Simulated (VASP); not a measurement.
# CsCdCl3 (Pm-3m) in VASP: further runs

Runs on CsCdCl3. Level: LDA. Tasks: relaxation of cell and atoms.

Program: VASP 6.6.1. These are calculated values, not measurements. Logs are shortened: lines on timing, memory, paths and dates and some standing lists are left out, and cuts for length are marked.

## (1) The cell of the first run

The structure is cubic, space group Pm-3m (No. 221). Conventional cell: a = 4.723 Å, b = 4.723 Å, c = 4.723 Å, α = 90.00°, β = 90.00°, γ = 90.00°. Within 4.4 Å of Cs (site symmetry m-3m) lie 12 Cl at 3.34 Å and 8 Cd at 4.09 Å. Cd (site symmetry m-3m) has 6 Cl at 2.36 Å within 3.1 Å. Cl (site symmetry 4/mmm) has 2 Cd at 2.36 Å within 3.1 Å.

## (2) Relaxation of cell and atoms, LDA, target pressure 20 GPa, at which the enthalpy is minimised

Input file INCAR:

```
SYSTEM = CsCdCl3
PREC = Accurate
ENCUT = 500
EDIFF = 1E-7
ISMEAR = 0
SIGMA = 0.02
LREAL = .FALSE.
LASPH = .TRUE.
NELM = 120
ALGO = Normal
ISIF = 3
LWAVE = .FALSE.
LCHARG = .FALSE.
GGA = CA
IBRION = 2
NSW = 70
EDIFFG = -0.008
PSTRESS = 200.0
GGA_COMPAT = .FALSE.
NELMIN = 4
```

Input file KPOINTS:

```
regular mesh
0
G
  6 6 6
  0 0 0
```

Input file POSCAR:

```
CsCdCl3
1.0
    4.7226171608      0.0000000000      0.0000000000
    0.0000000000      4.7226171608      0.0000000000
    0.0000000000      0.0000000000      4.7226171608
Cs Cd Cl
1 1 3
Direct
    0.0000000000      0.0000000000      0.0000000000
    0.5000000000      0.5000000000      0.5000000000
    0.0000000000      0.5000000000      0.5000000000
    0.5000000000      0.0000000000      0.5000000000
    0.5000000000      0.5000000000      0.0000000000
```

Potentials or basis: VASP PAW LDA potentials, release 64 (Cs_sv, Cd, Cl).

Started as:

```bash
cat potpaw_LDA.64/Cs_sv/POTCAR potpaw_LDA.64/Cd/POTCAR potpaw_LDA.64/Cl/POTCAR > POTCAR
mpirun -np 1 vasp_std > vasp.out
```

OUTCAR:

```text
SYSTEM = CsCdCl3
   PREC = Accurate
   ENCUT = 500
   EDIFF = 1E-7
   ISMEAR = 0
   LREAL = .FALSE.
   LASPH = .TRUE.
   NELM = 120
   ISIF = 3
   GGA = CA
   IBRION = 2
   NSW = 70
   EDIFFG = -0.008
   PSTRESS = 200.0
   NELMIN = 4

 ion  position               nearest neighbor table
   1  0.000  0.000  0.000-
   2  0.500  0.500  0.500-   3 2.36   4 2.36   5 2.36   5 2.36   4 2.36   3 2.36
   3  0.000  0.500  0.500-   2 2.36   2 2.36
   4  0.500  0.000  0.500-   2 2.36   2 2.36
   5  0.500  0.500  0.000-   2 2.36   2 2.36

  LATTYP: Found a simple cubic cell.
 ALAT       =     4.7226171608

  Lattice vectors:

 A1 = (   4.7226171608,   0.0000000000,   0.0000000000)
 A2 = (   0.0000000000,   4.7226171608,   0.0000000000)
 A3 = (   0.0000000000,   0.0000000000,   4.7226171608)

Analysis of symmetry for initial positions (statically):
=====================================================================
 Subroutine PRICEL returns:
 Original cell was already a primitive cell.

 Routine SETGRP: Setting up the symmetry group for a
 simple cubic supercell.

 Subroutine GETGRP returns: Found 48 space group operations
 (whereof 48 operations were pure point group operations)
 out of a pool of 48 trial point group operations.

The static configuration has the point symmetry O_h .

Analysis of symmetry for dynamics (positions and initial velocities):
=====================================================================
 Subroutine PRICEL returns:
 Original cell was already a primitive cell.

 Routine SETGRP: Setting up the symmetry group for a
 simple cubic supercell.

 Subroutine GETGRP returns: Found 48 space group operations
 (whereof 48 operations were pure point group operations)
 out of a pool of 48 trial point group operations.

The dynamic configuration has the point symmetry O_h .

 Subroutine INISYM returns: Found 48 space group operations
 (whereof 48 operations are pure point group operations),
 and found     1 'primitive' translations

----------------------------------------------------------------------------------------

                                     Primitive cell

  volume of cell :     105.3291

  direct lattice vectors                    reciprocal lattice vectors
     4.722617161  0.000000000  0.000000000     0.211746997  0.000000000  0.000000000
     0.000000000  4.722617161  0.000000000     0.000000000  0.211746997  0.000000000
     0.000000000  0.000000000  4.722617161     0.000000000  0.000000000  0.211746997

  length of vectors
     4.722617161  4.722617161  4.722617161     0.211746997  0.211746997  0.211746997

  position of ions in fractional coordinates (direct lattice)
     0.000000000  0.000000000  0.000000000
     0.500000000  0.500000000  0.500000000
     0.000000000  0.500000000  0.500000000
     0.500000000  0.000000000  0.500000000
     0.500000000  0.500000000  0.000000000

  ion indices of the primitive-cell ions
   primitive index   ion index
                 1           1
                 2           2
                 3           3
                 4           4
                 5           5

----------------------------------------------------------------------------------------

 KPOINTS: regular mesh

Automatic generation of k-mesh.
 Grid dimensions read from file:
 generate k-points for:    6    6    6

 Generating k-lattice:

  Cartesian coordinates                     Fractional coordinates (reciprocal lattice)
     0.035291166  0.000000000  0.000000000     0.166666667  0.000000000  0.000000000
     0.000000000  0.035291166  0.000000000     0.000000000  0.166666667  0.000000000
     0.000000000  0.000000000  0.035291166     0.000000000  0.000000000  0.166666667

  Length of vectors
     0.035291166  0.035291166  0.035291166

  Shift w.r.t. Gamma in fractional coordinates (k-lattice)
     0.000000000  0.000000000  0.000000000

 Subroutine IBZKPT returns following result:
 ===========================================

 Found     20 irreducible k-points:

 Following reciprocal coordinates:
            Coordinates               Weight
  0.000000  0.000000  0.000000      1.000000
  0.166667  0.000000  0.000000      6.000000
  0.333333  0.000000  0.000000      6.000000
  0.500000  0.000000  0.000000      3.000000
  0.166667  0.166667  0.000000     12.000000
  0.333333  0.166667  0.000000     24.000000
[... 12 lines left out ...]
  0.500000  0.500000  0.333333      6.000000
  0.500000  0.500000  0.500000      1.000000
   k-points           NKPTS =     20   k-points in BZ     NKDIM =     20   number of bands    NBANDS=     25
   number of dos      NEDOS =    301   number of ions     NIONS =      5
   total plane-waves  NPLWV =  46656
   dimension x,y,z NGX =    36 NGY =   36 NGZ =   36
   dimension x,y,z NGXF=    72 NGYF=   72 NGZF=   72
   ions per type =               1   1   3
   NGX,Y,Z   is equivalent  to a cutoff of  12.67, 12.67, 12.67 a.u.
   NGXF,Y,Z  is equivalent  to a cutoff of  25.35, 25.35, 25.35 a.u.
 SYSTEM =  CsCdCl3
   PREC   = accura    normal or accurate (medium, high low for compatibility)
   ISTART =      0    job   : 0-new  1-cont  2-samecut
   ICHARG =      2    charge: 1-file 2-atom 10-const
   ISPIN  =      1    spin polarized calculation?
   LNONCOLLINEAR =      F non collinear calculations
   LSORBIT =      F    spin-orbit coupling
   LASPH  =      T    aspherical Exc in radial PAW
   ENCUT  =  500.0 eV  36.75 Ry    6.06 a.u.   8.61  8.61  8.61*2*pi/ulx,y,z
   NELM   =    120;   NELMIN=  4; NELMDL= -5     # of ELM steps
   EDIFF  = 0.1E-06   stopping-criterion for ELM
   LREAL  =      F    real-space projection
   EDIFFG = -.8E-02   stopping-criterion for IOM
   NSW    =     70    number of steps for IOM
   IBRION =      2    ionic relax: 0-MD 1-quasi-New 2-CG
   NFREE  =      1    steps in history (QN), initial steepest desc. (CG)
   ISIF   =      3    stress and relaxation
   ISYM   =      2    0-nonsym 1-usesym 2-fastsym
   POTIM  = 0.5000    time-step for ionic-motion
   TEBEG  =    0.0;   TEEND  =   0.0 temperature during run
   PSTRESS=  200.0 pullay stress
   NELECT =      42.0000    total number of electrons
   NUPDOWN=      -1.0000    fix difference up-down
   EMIN   =  10.00;   EMAX   =-10.00  energy-range for DOS
   EFERMI =   0.00;   METHOD = LEGACY
   ISMEAR =     0;   SIGMA  =   0.02  broadening in eV -4-tet -1-fermi 0-gaus
   EFERMI_NEDOS =   21; number of points for ismear=-14 and -15
   IALGO  =     38    algorithm
   IMIX   =      4    mixing-type and parameters
     AMIX     =   0.40;   BMIX     =  1.00
     AMIX_MAG =   1.60;   BMIX_MAG =  1.00
  volume/ion in A,a.u.               =      21.07       142.16
  Fermi-wavevector in a.u.,A,eV,Ry     =   1.204967  2.277058 19.754920  1.451946
  Thomas-Fermi vector in A             =   2.340677
   LORBIT       =      0    0 simple, 1 ext, 2 COOP (PROOUT), +10 PAW based schemes
   GGA     = CA    functional components
   LHFCALC =     F    Hartree Fock is set to
   AEXX    =    0.0000 exact exchange contribution
   IVDW    =     0    specifies the selected vdW correction
   LEPSILON=     F    determine dielectric tensor
   LRPA    =     F    only Hartree local field effects (RPA)
 conjugate gradient relaxation of ions
 non-spin polarized calculation
 Gauss-broadening in eV      SIGMA  =   0.02
  energy-cutoff  :      500.00
  volume of cell :      105.33
 maximum number of plane-waves:      2721
 NGX is ok and might be reduce to    36
   NGX = 17   NGY = 17   NGZ = 17

--------------------------------------- Ionic step        1  -------------------------------------------

 number of electron      42.0000004 magnetization

 Free energy of the ion-electron system (eV)
  ---------------------------------------------------
  ext. energy  EPLUGINS =         0.00000000
  ---------------------------------------------------
  free energy    TOTEN  =       -15.45512445 eV

  energy without entropy =      -15.45512445  energy(sigma->0) =      -15.45512445

------------------------ aborting loop because EDIFF is reached ----------------------------------------

  FORCE on cell =-STRESS in cart. coord.  units (eV):
  Direction    XX          YY          ZZ          XY          YZ          ZX
  --------------------------------------------------------------------------------------
  -------------------------------------------------------------------------------------
  Total       12.5860935     12.5860935     12.5860935      0.0000000      0.0000000      0.0000000
  in kB      191.4490934    191.4490934    191.4490934      0.0000000      0.0000000      0.0000000
  external PRESSURE =      -8.5509066 kB  Pullay stress =     200.0000000 kB

 VOLUME and BASIS-vectors are now :
 -----------------------------------------------------------------------------
  energy-cutoff  :      500.00
  volume of cell :      105.33
      direct lattice vectors                 reciprocal lattice vectors
     4.722617161  0.000000000  0.000000000     0.211746997  0.000000000  0.000000000
     0.000000000  4.722617161  0.000000000     0.000000000  0.211746997  0.000000000
     0.000000000  0.000000000  4.722617161     0.000000000  0.000000000  0.211746997
[... 52 lines left out ...]
  FREE ENERGIE OF THE ION-ELECTRON SYSTEM (eV)
  ---------------------------------------------------
  free  energy   TOTEN  =       -15.2403277200 eV

  energy  without entropy=      -15.2403277200  energy(sigma->0) =      -15.24032772

  enthalpy is  TOTEN    =        -2.3048728998 eV   P V=       12.9354548202

--------------------------------------- Ionic step        3  -------------------------------------------

 number of electron      42.0000005 magnetization

 Free energy of the ion-electron system (eV)
  ---------------------------------------------------
  ext. energy  EPLUGINS =         0.00000000
  ---------------------------------------------------
  free energy    TOTEN  =       -15.36923762 eV

  energy without entropy =      -15.36923762  energy(sigma->0) =      -15.36923762

 E-fermi :   3.4610     XC(G=0): -10.5196

 val. band max:        3.3239611799   @ k =   0.5000   0.5000   0.5000
 cond. band min:       5.1779136476   @ k =   0.0000   0.0000   0.0000
 fundamental gap:      1.8539524677
 Fermi energy:         3.4609955593

 k-point     1 :       0.0000    0.0000    0.0000
  band No.  band energies     occupation
      1     -16.5116      2.00000
      2     -12.4207      2.00000
      3     -11.4908      2.00000
      4     -11.4908      2.00000
      5      -4.4711      2.00000
      6      -4.4711      2.00000
[... 17 lines left out ...]
     24       7.7256      0.00000
     25       8.8406      0.00000
[... 552 lines left out ...]
 POSITION                                       TOTAL-FORCE (eV/Angst)
 -----------------------------------------------------------------------------------
      0.00000      0.00000      0.00000        -0.000000      0.000000      0.000000
      2.35604      2.35604      2.35604         0.000000      0.000000      0.000000
      0.00000      2.35604      2.35604        -0.000000      0.000000      0.000000
      2.35604      0.00000      2.35604        -0.000000      0.000000      0.000000
      2.35604      2.35604      0.00000        -0.000000      0.000000      0.000000
 -----------------------------------------------------------------------------------
    total drift:                                0.000000      0.000000      0.000000

  FREE ENERGIE OF THE ION-ELECTRON SYSTEM (eV)
  ---------------------------------------------------
  free  energy   TOTEN  =       -15.3692376195 eV

  energy  without entropy=      -15.3692376195  energy(sigma->0) =      -15.36923762

  enthalpy is  TOTEN    =        -2.3087731014 eV   P V=       13.0604645182

 reached required accuracy - stopping structural energy minimisation
```

Run time: 47 s. Hardware: 1 thread of AMD EPYC 9R45 (Zen 5), shared host; peak memory 0.18 GiB.

Results:

```yaml
Free_energy: -15.3692 eV
Relaxed_volume: 20.93 Å³/atom
Relaxed_cell: a = 4.712 Å, b = 4.712 Å, c = 4.712 Å, α = 90.00°, β = 90.00°, γ = 90.00°
Space_group_after_relaxing_to_0.1_Å: Pm-3m (No. 221)
Energy_change_on_relaxing_the_run_minimises_the_enthalpy: +17.2 meV/atom
Ionic_steps: 3
Pressure_after_relaxing: 20.0 GPa
Band_gap_on_the_k_mesh: 1.85 eV (least direct gap 3.43 eV)
```

Step by step:
```csv
step,energy change (eV),largest force (eV/Å),pressure (GPa),volume (Å³)
1,0.0000,0.0000,19.14,105.33
2,0.2148,0.0000,21.26,103.62
3,0.0859,0.0000,20.00,104.63
```

Final structure:
```
Cs Cd Cl
1.0
     4.71208    0.00000    0.00000
     0.00000    4.71208    0.00000
     0.00000    0.00000    4.71208
Cs Cd Cl
1 1 3
Direct
  0.00000 0.00000 0.00000
  0.50000 0.50000 0.50000
  0.00000 0.50000 0.50000
  0.50000 0.00000 0.50000
  0.50000 0.50000 0.00000
```

Levels at points of the mesh, in eV from the valence-band top:
| k point | band 17 | band 18 | band 19 | band 20 | band 21 | band 22 | band 23 | band 24 | band 25 |
| --- | --- | --- | --- | --- | --- | --- | --- | --- | --- |
| (0.00, 0.00, 0.00) | -2.43 | -2.43 | -1.58 | -1.58 | -1.58 | 1.85 | 4.40 | 4.40 | 5.52 |
| (0.50, 0.00, 0.00) | -2.90 | -2.26 | -2.26 | -2.09 | -2.09 | 5.51 | 6.50 | 6.50 | 6.63 |
| (0.50, 0.50, 0.00) | -2.63 | -2.29 | -2.29 | -1.39 | -0.02 | 6.93 | 6.93 | 6.99 | 7.39 |
| (0.50, 0.50, 0.50) | -1.34 | -1.34 | -1.34 | 0.00 | 0.00 | 5.04 | 5.04 | 5.04 | 6.77 |

Caveat: the cell is relaxed towards a set pressure, so the run minimises the enthalpy, not the energy; spin-orbit coupling is left out, which moves the levels of the heavy elements. LDA usually gives volumes a few per cent too small.

## (3) Relaxation of cell and atoms, LDA, target pressure 10 GPa, at which the enthalpy is minimised

This run uses another cell than the first one, of 22.66 Å³/atom.

Input file INCAR:

```
PREC     = Accurate       # precision mode
ENCUT    = 500            # plane-wave cutoff, eV
EDIFF    = 1E-7           # SCF threshold, eV
ISMEAR   = 0              # smearing method
SIGMA    = 0.02           # smearing width, eV
LREAL    = F              # projectors in reciprocal space
LASPH    = T              # aspherical terms in the spheres
NELM     = 120            # most SCF steps
ALGO     = Normal         # electronic algorithm
ISIF     = 3              # what is computed and relaxed
LWAVE    = F              # write WAVECAR
LCHARG   = F              # write CHGCAR
GGA      = CA             # functional
IBRION   = 2              # ionic algorithm
NSW      = 70             # ionic steps
EDIFFG   = -0.008         # ionic threshold
PSTRESS  = 100.0        
GGA_COMPAT= F            
NELMIN   = 4
```

Input file KPOINTS:

```
regular mesh
0
Gamma
  6 6 6
```

Changes to POSCAR since step 2:

```diff
@@ -2,5 +2,5 @@
 1.0
-    4.7226171608      0.0000000000      0.0000000000
-    0.0000000000      4.7226171608      0.0000000000
-    0.0000000000      0.0000000000      4.7226171608
+    4.8388534859      0.0000000000      0.0000000000
+    0.0000000000      4.8388534859      0.0000000000
+    0.0000000000      0.0000000000      4.8388534859
 Cs Cd Cl
```

Potentials or basis: VASP PAW LDA potentials, release 64 (Cs_sv, Cd, Cl).

Started as:

```bash
cat potpaw_LDA.64/Cs_sv/POTCAR potpaw_LDA.64/Cd/POTCAR potpaw_LDA.64/Cl/POTCAR > POTCAR
mpirun -np 1 vasp_std > vasp.out
```

Run time: 48 s. Hardware: 1 thread of AMD EPYC 9R45 (Zen 5), shared host; peak memory 0.18 GiB.

It converged, with:

- Free energy: -16.3053 eV
- Relaxed volume: 22.97 Å³/atom
- Relaxed cell: a = 4.861 Å, b = 4.861 Å, c = 4.861 Å, α = 90.00°, β = 90.00°, γ = 90.00°
- Space group after relaxing (to 0.1 Å): Pm-3m (No. 221)
- Energy change on relaxing (the run minimises the enthalpy): -20.5 meV/atom
- Ionic steps: 3
- Pressure after relaxing: 10.0 GPa
- Band gap on the k mesh: 1.80 eV (least direct gap 3.02 eV)

The path:
```
step  energy change (eV)  largest force (eV/Å)  pressure (GPa)  volume (Å³)
   1              0.0000                0.0000           11.24       113.30
   2             -0.1828                0.0000            8.99       116.20
   3             -0.1027                0.0000           10.00       114.85
```

Final structure:
```
Cs Cd Cl
1.0
     4.86084    0.00000    0.00000
     0.00000    4.86084    0.00000
     0.00000    0.00000    4.86084
Cs Cd Cl
1 1 3
Direct
  0.00000 0.00000 0.00000
  0.50000 0.50000 0.50000
  0.00000 0.50000 0.50000
  0.50000 0.00000 0.50000
  0.50000 0.50000 0.00000
```

Levels at points of the mesh, in eV from the valence-band top:
| k point | band 19 | band 20 | band 21 | band 22 | band 23 | band 24 |
| --- | --- | --- | --- | --- | --- | --- |
| (0.00, 0.00, 0.00) | -1.22 | -1.22 | -1.22 | 1.80 | 4.97 | 4.97 |
| (0.50, 0.00, 0.00) | -1.73 | -1.67 | -1.67 | 5.13 | 6.75 | 6.79 |
| (0.50, 0.50, 0.00) | -1.86 | -0.98 | -0.02 | 7.08 | 7.08 | 7.14 |
| (0.50, 0.50, 0.50) | -0.94 | 0.00 | 0.00 | 5.31 | 5.31 | 5.31 |

Caveat: the cell is relaxed towards a set pressure, so the run minimises the enthalpy, not the energy; spin-orbit coupling is left out, which moves the levels of the heavy elements.

## (4) Relaxation of cell and atoms, LDA, target pressure 5 GPa, at which the enthalpy is minimised

This run uses another cell than the first one, of 24.24 Å³/atom.

Input file INCAR:

```
ALGO = Normal
EDIFF = 1E-7
EDIFFG = -0.008
ENCUT = 500
GGA_COMPAT = False
IBRION = 2
ISIF = 3
ISMEAR = 0
LASPH = True
LCHARG = False
LREAL = False
LWAVE = False
NELM = 120
NELMIN = 4
NSW = 70
PREC = Accurate
PSTRESS = 50.0
SIGMA = 0.02
```

Input file KPOINTS:

```
k-points
0
Gamma
  6 6 6
```

Changes to POSCAR since step 3:

```diff
@@ -2,5 +2,5 @@
 1.0
-    4.8388534859      0.0000000000      0.0000000000
-    0.0000000000      4.8388534859      0.0000000000
-    0.0000000000      0.0000000000      4.8388534859
+    4.9484710272      0.0000000000      0.0000000000
+    0.0000000000      4.9484710272      0.0000000000
+    0.0000000000      0.0000000000      4.9484710272
 Cs Cd Cl
```

Started as:

```bash
cat potpaw_LDA.64/Cs_sv/POTCAR potpaw_LDA.64/Cd/POTCAR potpaw_LDA.64/Cl/POTCAR > POTCAR
mpirun -np 1 vasp_std > vasp.out
```

Wall time 48 s (1 thread of AMD EPYC 9R45 (Zen 5), shared host); peak memory 0.18 GiB.

The run converged. Its results:

| Item | Value |
| --- | --- |
| Free energy | -16.6640 eV |
| Relaxed volume | 24.52 Å³/atom |
| Relaxed cell | a = 4.968 Å, b = 4.968 Å, c = 4.968 Å, α = 90.00°, β = 90.00°, γ = 90.00° |
| Space group after relaxing (to 0.1 Å) | Pm-3m (No. 221) |
| Energy change on relaxing (the run minimises the enthalpy) | -9.5 meV/atom |
| Ionic steps | 3 |
| Pressure after relaxing | 5.0 GPa |
| Band gap on the k mesh | 1.74 eV (least direct gap 2.73 eV) |

The path:
```tsv
step	energy change (eV)	largest force (eV/Å)	pressure (GPa)	volume (Å³)
1	0.0000	0.0000	5.79	121.18
2	-0.0682	0.0000	4.63	123.28
3	-0.0474	0.0000	5.00	122.58
```

Final structure:
```
CELL_PARAMETERS angstrom
4.96757 0.00000 0.00000
0.00000 4.96757 0.00000
0.00000 0.00000 4.96757
ATOMIC_POSITIONS crystal
Cs 0.00000 0.00000 0.00000
Cd 0.50000 0.50000 0.50000
Cl 0.00000 0.50000 0.50000
Cl 0.50000 0.00000 0.50000
Cl 0.50000 0.50000 0.00000
```

Levels at points of the mesh, in eV from the valence-band top:
| k point | band 17 | band 18 | band 19 | band 20 | band 21 | band 22 | band 23 | band 24 | band 25 |
| --- | --- | --- | --- | --- | --- | --- | --- | --- | --- |
| (0.00, 0.00, 0.00) | -1.52 | -1.52 | -0.99 | -0.99 | -0.99 | 1.74 | 5.31 | 5.31 | 5.53 |
| (0.50, 0.00, 0.00) | -1.84 | -1.41 | -1.41 | -1.40 | -1.40 | 4.86 | 6.86 | 6.96 | 7.34 |
| (0.50, 0.50, 0.00) | -1.74 | -1.58 | -1.58 | -0.73 | -0.01 | 6.92 | 7.12 | 7.12 | 7.51 |
| (0.50, 0.50, 0.50) | -0.70 | -0.70 | -0.70 | 0.00 | 0.00 | 5.46 | 5.46 | 5.46 | 7.13 |

Caveat: the cell is relaxed towards a set pressure, so the run minimises the enthalpy, not the energy; spin-orbit coupling is left out, which moves the levels of the heavy elements.

(Continued in part 2 of 2.)
